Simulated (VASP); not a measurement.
Write the native input for VASP 6.6.1 that does the following.

```
Task                   : single point
Functional             : r2SCAN
Potentials or basis    : VASP PAW PBE potentials, release 64 (Sb, Bi_d, In_d)
Cutoff                 : 520 eV
k mesh                 : 6 × 6 × 2
Occupations            : fermi-dirac, width 0.02 eV
Spin                   : no spin polarisation
Dipole correction      : no
Further INCAR settings : ALGO = Normal; EDIFF = 1e-07; NBANDS = 41
```

Crystal: In3BiSb2.

```
Sb Bi In
1.0
     4.63769    0.00000    0.00000
    -2.31885    4.01636    0.00000
     0.00000    0.00000   11.35817
Sb Bi In
2 1 3
Direct
  0.00000 0.00000 0.00280
  0.33333 0.66667 0.33126
  0.66667 0.33333 0.66569
  0.33333 0.66667 0.08332
  0.66667 0.33333 0.41158
  0.00000 0.00000 0.75535
```

The input as run:

POSCAR

```
In3BiSb2
1.0
    4.6376931078      0.0000000000      0.0000000000
   -2.3188465539      4.0163600463      0.0000000000
    0.0000000000      0.0000000000     11.3581726925
Sb Bi In
2 1 3
Direct
    0.0000000000      0.0000000000      0.0027971533
    0.3333333333      0.6666666667      0.3312559223
    0.6666666667      0.3333333333      0.6656864263
    0.3333333333      0.6666666667      0.0833243461
    0.6666666667      0.3333333333      0.4115834924
    0.0000000000      0.0000000000      0.7553526596
```

INCAR.step1

```
SYSTEM = In3BiSb2
PREC = Accurate
ENCUT = 520
ISMEAR = -1
SIGMA = 0.02
LREAL = .FALSE.
LASPH = .TRUE.
NELM = 60
NBANDS = 41
GGA = PE
ALGO = Normal
EDIFF = 1E-4
LWAVE = .TRUE.
LCHARG = .FALSE.
```

INCAR.step2

```
SYSTEM = In3BiSb2
PREC = Accurate
ENCUT = 520
EDIFF = 1E-7
ISMEAR = -1
SIGMA = 0.02
LREAL = .FALSE.
LASPH = .TRUE.
NELM = 60
ALGO = Normal
ISIF = 2
LWAVE = .FALSE.
LCHARG = .TRUE.
METAGGA = R2SCAN
LMIXTAU = .TRUE.
LELF = .TRUE.
LVHAR = .TRUE.
NBANDS = 41
ISTART = 1
```

KPOINTS

```
regular mesh
0
G
  6 6 2
  0 0 0
```

Potentials or basis: VASP PAW PBE potentials, release 64 (Sb, Bi_d, In_d).

Run with:

```console
$ cat potpaw_PBE.64/Sb/POTCAR potpaw_PBE.64/Bi_d/POTCAR potpaw_PBE.64/In_d/POTCAR > POTCAR
$ cp INCAR.step1 INCAR
$ mpirun -np 1 vasp_std > vasp.out
$ cp INCAR.step2 INCAR
$ mpirun -np 1 vasp_std > vasp.out
```

It gave:

```yaml
Pressure: 1.3 GPa
Largest_force: 0.019 eV/Å
Band_gap_on_the_k_mesh: zero (filled and empty bands touch)
```

Caveat: the PAW data sets were made with another functional, which shifts forces and pressure a little; spin-orbit coupling is left out, which moves the levels of the heavy elements.

Run time: 12 min on 1 thread of Intel Xeon 8259CL, with other jobs on the host, peak memory 0.44 GiB.
